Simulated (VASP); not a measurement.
# BaBi in VASP: further runs

Runs on BaBi. Level: PBE. Tasks: relaxation of cell and atoms, single point.

All numbers are computed with VASP 6.6.1; they aren't measurements. Logs are shortened: lines on timing, memory, paths and dates and some standing lists are left out, and cuts for length are marked.

### 1 The cell of the first run

The structure is cubic, space group Pm-3m (No. 221). The conventional cell has a = 4.126 Å, b = 4.126 Å, c = 4.126 Å, α = 90.00°, β = 90.00°, γ = 90.00°. Within 4.7 Å of Ba (site symmetry m-3m) lie 8 Bi at 3.57 Å and 6 Ba at 4.13 Å. Bi (site symmetry m-3m) has 8 Ba at 3.57 Å and 6 Bi at 4.13 Å within 4.7 Å.

### 2 Relaxation of cell and atoms, PBE

File INCAR:

```
PREC = Accurate ; ENCUT = 600
EDIFF = 1E-6 ; ISMEAR = 0
SIGMA = 0.1 ; LREAL = False
LASPH = True ; NELM = 100
ALGO = Fast ; ISIF = 3
LWAVE = False ; LCHARG = False
GGA = PE ; IBRION = 2
NSW = 90 ; EDIFFG = -0.04
```

File KPOINTS:

```
Automatic mesh
0
Gamma
  4 4 4
```

File POSCAR:

```
BaBi
1.0
    4.1263587335      0.0000000000      0.0000000000
    0.0000000000      4.1263587335      0.0000000000
    0.0000000000      0.0000000000      4.1263587335
Ba Bi
1 1
Direct
    0.0000000000      0.0000000000      0.0000000000
    0.5000000000      0.5000000000      0.5000000000
```

Potentials or basis: VASP PAW PBE potentials, release 64 (Ba_sv, Bi_d).

On the command line:

```bash
cat potpaw_PBE.64/Ba_sv/POTCAR potpaw_PBE.64/Bi_d/POTCAR > POTCAR
mpirun -np 1 vasp_std > vasp.out
```

OUTCAR:

```text
PREC = Accurate
   ENCUT = 600
   EDIFF = 1E-6
   ISMEAR = 0
   LREAL = False
   LASPH = True
   NELM = 100
   ISIF = 3
   GGA = PE
   IBRION = 2
   NSW = 90
   EDIFFG = -0.04

 ion  position               nearest neighbor table
   1  0.000  0.000  0.000-   2 3.57   2 3.57   2 3.57   2 3.57   2 3.57   2 3.57   2 3.57   2 3.57

   2  0.500  0.500  0.500-   1 3.57   1 3.57   1 3.57   1 3.57   1 3.57   1 3.57   1 3.57   1 3.57

  LATTYP: Found a simple cubic cell.
 ALAT       =     4.1263587335

  Lattice vectors:

 A1 = (   4.1263587335,   0.0000000000,   0.0000000000)
 A2 = (   0.0000000000,   4.1263587335,   0.0000000000)
 A3 = (   0.0000000000,   0.0000000000,   4.1263587335)

Analysis of symmetry for initial positions (statically):
=====================================================================
 Subroutine PRICEL returns:
 Original cell was already a primitive cell.

 Routine SETGRP: Setting up the symmetry group for a
 simple cubic supercell.

 Subroutine GETGRP returns: Found 48 space group operations
 (whereof 48 operations were pure point group operations)
 out of a pool of 48 trial point group operations.

The static configuration has the point symmetry O_h .

Analysis of symmetry for dynamics (positions and initial velocities):
=====================================================================
 Subroutine PRICEL returns:
 Original cell was already a primitive cell.

 Routine SETGRP: Setting up the symmetry group for a
 simple cubic supercell.

 Subroutine GETGRP returns: Found 48 space group operations
 (whereof 48 operations were pure point group operations)
 out of a pool of 48 trial point group operations.

The dynamic configuration has the point symmetry O_h .

 Subroutine INISYM returns: Found 48 space group operations
 (whereof 48 operations are pure point group operations),
 and found     1 'primitive' translations

----------------------------------------------------------------------------------------

                                     Primitive cell

  volume of cell :      70.2588

  direct lattice vectors                    reciprocal lattice vectors
     4.126358734  0.000000000  0.000000000     0.242344417  0.000000000  0.000000000
     0.000000000  4.126358734  0.000000000     0.000000000  0.242344417  0.000000000
     0.000000000  0.000000000  4.126358734     0.000000000  0.000000000  0.242344417

  length of vectors
     4.126358734  4.126358734  4.126358734     0.242344417  0.242344417  0.242344417

  position of ions in fractional coordinates (direct lattice)
[... 48 lines left out ...]
   total plane-waves  NPLWV =  46656
   dimension x,y,z NGX =    36 NGY =   36 NGZ =   36
   dimension x,y,z NGXF=    72 NGYF=   72 NGZF=   72
   ions per type =               1   1
   NGX,Y,Z   is equivalent  to a cutoff of  14.50, 14.50, 14.50 a.u.
   NGXF,Y,Z  is equivalent  to a cutoff of  29.01, 29.01, 29.01 a.u.
 SYSTEM =  unknown system
   PREC   = accura    normal or accurate (medium, high low for compatibility)
   ISTART =      0    job   : 0-new  1-cont  2-samecut
   ICHARG =      2    charge: 1-file 2-atom 10-const
   ISPIN  =      1    spin polarized calculation?
   LNONCOLLINEAR =      F non collinear calculations
   LSORBIT =      F    spin-orbit coupling
   LASPH  =      T    aspherical Exc in radial PAW
   ENCUT  =  600.0 eV  44.10 Ry    6.64 a.u.   8.24  8.24  8.24*2*pi/ulx,y,z
   NELM   =    100;   NELMIN=  2; NELMDL= -5     # of ELM steps
   EDIFF  = 0.1E-05   stopping-criterion for ELM
   LREAL  =      F    real-space projection
   EDIFFG = -.4E-01   stopping-criterion for IOM
   NSW    =     90    number of steps for IOM
   IBRION =      2    ionic relax: 0-MD 1-quasi-New 2-CG
   NFREE  =      1    steps in history (QN), initial steepest desc. (CG)
   ISIF   =      3    stress and relaxation
   ISYM   =      2    0-nonsym 1-usesym 2-fastsym
   POTIM  = 0.5000    time-step for ionic-motion
   TEBEG  =    0.0;   TEEND  =   0.0 temperature during run
   PSTRESS=    0.0 pullay stress
   NELECT =      25.0000    total number of electrons
   NUPDOWN=      -1.0000    fix difference up-down
   EMIN   =  10.00;   EMAX   =-10.00  energy-range for DOS
   EFERMI =   0.00;   METHOD = LEGACY
   ISMEAR =     0;   SIGMA  =   0.10  broadening in eV -4-tet -1-fermi 0-gaus
   EFERMI_NEDOS =   21; number of points for ismear=-14 and -15
   IALGO  =     68    algorithm
   IMIX   =      4    mixing-type and parameters
     AMIX     =   0.40;   BMIX     =  1.00
     AMIX_MAG =   1.60;   BMIX_MAG =  1.00
  volume/ion in A,a.u.               =      35.13       237.07
  Fermi-wavevector in a.u.,A,eV,Ry     =   1.160080  2.192233 18.310517  1.345785
  Thomas-Fermi vector in A             =   2.296666
   LORBIT       =      0    0 simple, 1 ext, 2 COOP (PROOUT), +10 PAW based schemes
   GGA     = PE    functional components
   LHFCALC =     F    Hartree Fock is set to
   AEXX    =    0.0000 exact exchange contribution
   IVDW    =     0    specifies the selected vdW correction
   LEPSILON=     F    determine dielectric tensor
   LRPA    =     F    only Hartree local field effects (RPA)
 conjugate gradient relaxation of ions
 non-spin polarized calculation
 RMM-DIIS sequential band-by-band and
 Gauss-broadening in eV      SIGMA  =   0.10
  energy-cutoff  :      600.00
  volume of cell :       70.26
 maximum number of plane-waves:      2360
 NGX is ok and might be reduce to    36
   NGX = 17   NGY = 17   NGZ = 17

--------------------------------------- Ionic step        1  -------------------------------------------

 number of electron      24.9999995 magnetization

 Free energy of the ion-electron system (eV)
  ---------------------------------------------------
  ext. energy  EPLUGINS =         0.00000000
  ---------------------------------------------------
  free energy    TOTEN  =        -7.16839935 eV

  energy without entropy =       -7.14588449  energy(sigma->0) =       -7.15714192

 E-fermi :   5.3709     XC(G=0):  -9.5456

 val. band max:        5.3620247863   @ k =   0.2500   0.0000   0.0000
 cond. band min:       5.4442479465   @ k =   0.5000   0.2500   0.0000
 fundamental gap:      0.0822231603
 Fermi energy:         5.3708662142

 k-point     1 :       0.0000    0.0000    0.0000
  band No.  band energies     occupation
      1     -22.8745      2.00000
      2     -16.8588      2.00000
      3     -16.8588      2.00000
      4     -16.8588      2.00000
      5     -16.8584      2.00000
      6     -16.8584      2.00000
[... 250 lines left out ...]
--------------------------------------- Ionic step        3  -------------------------------------------

 number of electron      25.0000001 magnetization

 Free energy of the ion-electron system (eV)
  ---------------------------------------------------
  ext. energy  EPLUGINS =         0.00000000
  ---------------------------------------------------
  free energy    TOTEN  =        -7.36574000 eV

  energy without entropy =       -7.34617044  energy(sigma->0) =       -7.35595522

 E-fermi :   4.1979     XC(G=0):  -8.8924

 val. band max:        4.1763773451   @ k =   0.2500   0.0000   0.0000
 cond. band min:       4.2704274950   @ k =   0.2500   0.2500   0.0000
 fundamental gap:      0.0940501500
 Fermi energy:         4.1978712115

 k-point     1 :       0.0000    0.0000    0.0000
  band No.  band energies     occupation
      1     -24.2563      2.00000
      2     -17.9452      2.00000
      3     -17.9452      2.00000
      4     -17.9452      2.00000
      5     -17.9396      2.00000
      6     -17.9396      2.00000
[... 208 lines left out ...]
  FREE ENERGIE OF THE ION-ELECTRON SYSTEM (eV)
  ---------------------------------------------------
  free  energy   TOTEN  =        -7.3657399964 eV

  energy  without entropy=       -7.3461704379  energy(sigma->0) =       -7.35595522

 reached required accuracy - stopping structural energy minimisation
```

CONTCAR:

```text
BaBi
   1.00000000000000
     4.3419928141704149   -0.0000000000000000    0.0000000000000000
     0.0000000000000000    4.3419928141704149    0.0000000000000000
     0.0000000000000000    0.0000000000000000    4.3419928141704149
  Ba              Bi
     1     1
Direct
     0.0000000000000000    0.0000000000000000    0.0000000000000000
     0.5000000000000000    0.5000000000000000    0.5000000000000000

  0.00000000E+00  0.00000000E+00  0.00000000E+00
  0.00000000E+00  0.00000000E+00  0.00000000E+00
```

Run time: 55 s. Hardware: 1 thread of Oxide Virtual Turin-like, shared host; peak memory 0.18 GiB.

What came out:

| Property | Result |
| --- | --- |
| Free energy | -7.3657 eV |
| Relaxed volume | 40.93 Å³/atom |
| Relaxed cell | a = 4.342 Å, b = 4.342 Å, c = 4.342 Å, α = 90.00°, β = 90.00°, γ = 90.00° |
| Space group after relaxing (to 0.1 Å) | Pm-3m (No. 221) |
| Energy gained by relaxing | 98.7 meV/atom |
| Ionic steps | 3 |
| Pressure after relaxing | 0.0 GPa |
| Band gap on the k mesh | zero (an odd number of electrons rules out a gap without spin polarisation) |

Step by step:
| step | energy change (eV) | largest force (eV/Å) | pressure (GPa) | volume (Å³) |
| --- | --- | --- | --- | --- |
| 1 | 0.0000 | 0.0000 | 6.19 | 70.26 |
| 2 | -0.1880 | 0.0000 | -0.97 | 84.99 |
| 3 | -0.1973 | 0.0000 | 0.03 | 81.86 |

Final structure:
```cif
data_structure
_symmetry_space_group_name_H-M 'P 1'
_symmetry_Int_Tables_number 1
_cell_length_a 4.3420
_cell_length_b 4.3420
_cell_length_c 4.3420
_cell_angle_alpha 90.000
_cell_angle_beta 90.000
_cell_angle_gamma 90.000
_cell_volume 81.86
loop_
_atom_site_label
_atom_site_type_symbol
_atom_site_fract_x
_atom_site_fract_y
_atom_site_fract_z
_atom_site_occupancy
Ba1 Ba 0.00000 0.00000 0.00000 1
Bi1 Bi 0.50000 0.50000 0.50000 1
```

Caveat: the k points lie up to 0.36 Å⁻¹ apart in the final cell, too coarse for converged energies and pressures of a metal; the volume moved by over 15 % at a fixed basis, so the end points are rough; spin-orbit coupling is left out, which moves the levels of the heavy elements.

### 3 Single point, PBE

This run uses another cell than the first one, of 40.49 Å³/atom.

File INCAR:

```
SYSTEM = BaBi
  PREC = Accurate
  ENCUT = 520
  EDIFF = 1E-7
  ISMEAR = 0
  SIGMA = 0.1
  LREAL = .False.
  LASPH = .True.
  NELM = 80
  ALGO = Fast
  ISIF = 2
  LWAVE = .False.
  LCHARG = .False.
  GGA = PE
  NBANDS = 20
```

File KPOINTS:

```
Automatic mesh
0
Gamma
  14 14 14
  0 0 0
```

File POSCAR:

```
BaBi
1.0
    4.3264338072      0.0000000000      0.0000000000
    0.0000000000      4.3264338072      0.0000000000
    0.0000000000      0.0000000000      4.3264338072
Ba Bi
1 1
Direct
    0.0000000000      0.0000000000      0.0000000000
    0.5000000000      0.5000000000      0.5000000000
```

Potentials or basis: VASP PAW PBE potentials, release 64 (Ba_sv, Bi_d).

On the command line:

```bash
cat potpaw_PBE.64/Ba_sv/POTCAR potpaw_PBE.64/Bi_d/POTCAR > POTCAR
mpirun -np 1 vasp_std > vasp.out
```

It took 3 min on 1 thread of Oxide Virtual Turin-like, shared host; peak memory 0.29 GiB.

The run converged. Its results:

```
Free energy            : -7.2877 eV
Pressure               : 0.3 GPa
Band gap on the k mesh : zero (an odd number of electrons rules out a gap without spin polarisation)
```

Levels at points of the mesh, in eV from the Fermi level:
```
           k point  band 9  band 10  band 11  band 12  band 13  band 14  band 15  band 16
(0.00, 0.00, 0.00)  -13.24   -10.43     0.61     0.61     0.61     0.68     0.68     2.01
(0.50, 0.00, 0.00)  -13.19    -9.68    -3.09    -0.12    -0.12     1.32     4.59     4.63
(0.50, 0.50, 0.00)  -13.16    -9.84    -1.51    -1.51     0.83     1.21     2.39     2.85
(0.50, 0.50, 0.50)  -13.47    -9.45    -2.46    -2.46    -2.46     4.54     4.54     4.54
```

Caveat: spin-orbit coupling is left out, which moves the levels of the heavy elements.

### 4 Single point, PBE

This run uses another cell than the first one, of 40.54 Å³/atom.

File INCAR:

```
PREC = Accurate ; ENCUT = 520
EDIFF = 1E-6 ; ISMEAR = 0
SIGMA = 0.1 ; LREAL = False
LASPH = True ; NELM = 60
ALGO = Fast ; ISIF = 2
LWAVE = False ; LCHARG = False
GGA = PE ; NBANDS = 20
```

File KPOINTS:

```
regular mesh
0
Gamma
  12 12 12
```

File POSCAR:

```
BaBi
1.0
    3.0608246803      1.7671679531      2.4982356314
   -3.0608246803      1.7671679531      2.4982356314
    0.0000000000     -3.5343359062      2.4982356314
Ba Bi
1 1
Direct
    0.0000000000      0.0000000000      0.0000000000
    0.5000000000      0.5000000000      0.5000000000
```

On the command line:

```bash
cat potpaw_PBE.64/Ba_sv/POTCAR potpaw_PBE.64/Bi_d/POTCAR > POTCAR
mpirun -np 1 vasp_std > vasp.out
```

It took 3.9 min on 1 thread of Oxide Virtual Turin-like, shared host; peak memory 0.39 GiB.

It converged, with:

* Free energy: -7.2915 eV
* Pressure: 0.2 GPa
* Band gap on the k mesh: zero (an odd number of electrons rules out a gap without spin polarisation)

Levels at points of the mesh, in eV from the Fermi level:
```
           k point  band 11  band 12  band 13  band 14  band 15  band 16
(0.00, 0.00, 0.00)     0.62     0.62     0.62     0.69     0.69     2.02
(0.50, 0.00, 0.00)    -3.07    -0.10    -0.10     1.33     4.60     4.63
(0.50, 0.50, 0.00)    -1.50    -1.50     0.85     1.22     2.40     2.86
(0.50, 0.50, 0.50)    -2.44    -2.44    -2.44     4.55     4.55     4.56
```

Caveat: spin-orbit coupling is left out, which moves the levels of the heavy elements.

### 5 Relaxation of cell and atoms, PBE

This run uses another cell than the first one, of 40.42 Å³/atom.

File INCAR:

```
SYSTEM = BaBi
  ALGO = Fast
  EDIFF = 1E-6
  EDIFFG = -0.01
  ENCUT = 600
  GGA = PE
  IBRION = 2
  ISIF = 3
  ISMEAR = 0
  LASPH = .TRUE.
  LCHARG = .FALSE.
  LREAL = .FALSE.
  LWAVE = .FALSE.
  NELM = 100
  NSW = 100
  PREC = Accurate
  SIGMA = 0.1
```

File KPOINTS:

```
k-points
0
G
  14 14 14
  0 0 0
```

File POSCAR:

```
BaBi
1.0
    4.3237573941      0.0000000000      0.0000000000
    0.0000000000      4.3237573941      0.0000000000
    0.0000000000      0.0000000000      4.3237573941
Ba Bi
1 1
Direct
    0.0000000000      0.0000000000      0.0000000000
    0.5000000000      0.5000000000      0.5000000000
```

On the command line:

```bash
cat potpaw_PBE.64/Ba_sv/POTCAR potpaw_PBE.64/Bi_d/POTCAR > POTCAR
mpirun -np 1 vasp_std > vasp.out
```

Wall time 6.4 min (1 thread of Oxide Virtual Turin-like, shared host); peak memory 0.34 GiB.

It converged, with:

- Free energy: -7.2889 eV
- Relaxed volume: 40.96 Å³/atom
- Relaxed cell: a = 4.343 Å, b = 4.343 Å, c = 4.343 Å, α = 90.00°, β = 90.00°, γ = 90.00°
- Space group after relaxing (to 0.1 Å): Pm-3m (No. 221)
- Energy gained by relaxing: 0.6 meV/atom
- Ionic steps: 2
- Pressure after relaxing: 0.0 GPa
- Band gap on the k mesh: zero (an odd number of electrons rules out a gap without spin polarisation)

Step by step:
```tsv
step	energy change (eV)	largest force (eV/Å)	pressure (GPa)	volume (Å³)
1	0.0000	0.0000	0.37	80.83
2	-0.0012	0.0000	0.02	81.93
```

Final structure:
```
CELL_PARAMETERS angstrom
4.34322 0.00000 0.00000
0.00000 4.34322 0.00000
0.00000 0.00000 4.34322
ATOMIC_POSITIONS crystal
Ba 0.00000 0.00000 0.00000
Bi 0.50000 0.50000 0.50000
```

Levels at points of the mesh, in eV from the Fermi level:
```tsv
k point	band 10	band 11	band 12	band 13	band 14	band 15
(0.00, 0.00, 0.00)	-10.40	0.59	0.59	0.59	0.70	0.70
(0.50, 0.00, 0.00)	-9.68	-3.06	-0.11	-0.11	1.33	4.56
(0.50, 0.50, 0.00)	-9.82	-1.50	-1.50	0.83	1.19	2.37
(0.50, 0.50, 0.50)	-9.44	-2.42	-2.42	-2.42	4.49	4.49
```

Caveat: spin-orbit coupling is left out, which moves the levels of the heavy elements.

### 6 Overview

| task | cell | k mesh | cutoff (eV) | gap on the mesh (eV) | pressure (GPa) | relaxed volume (Å³/atom) |
| --- | --- | --- | --- | --- | --- | --- |
| relaxation of cell and atoms | relaxed from a = 4.126 Å, 2 atoms | 4 × 4 × 4 | 600 | none | 0.0 | 40.93 |
| single point | a = 4.326 Å, 2 atoms | 14 × 14 × 14 | 520 | none | 0.3 | - |
| single point | a = 4.328 Å, 2 atoms | 12 × 12 × 12 | 520 | none | 0.2 | - |
| relaxation of cell and atoms | relaxed from a = 4.324 Å, 2 atoms | 14 × 14 × 14 | 600 | none | 0.0 | 40.96 |

Alike in all rows: level PBE; potentials or basis VASP PAW PBE potentials, release 64 (Ba_sv, Bi_d); no spin polarisation; smearing gaussian 0.1 eV.

Caveats: some runs use coarse meshes; spin-orbit coupling is left out, which moves the levels of the heavy elements; the volume moved by over 15 % at a fixed basis, so the end points are rough (at least some runs).

Absolute energies hang on the potentials; compare differences alone.

The gap in the log of VASP goes by the Fermi energy; the results here count the filled bands.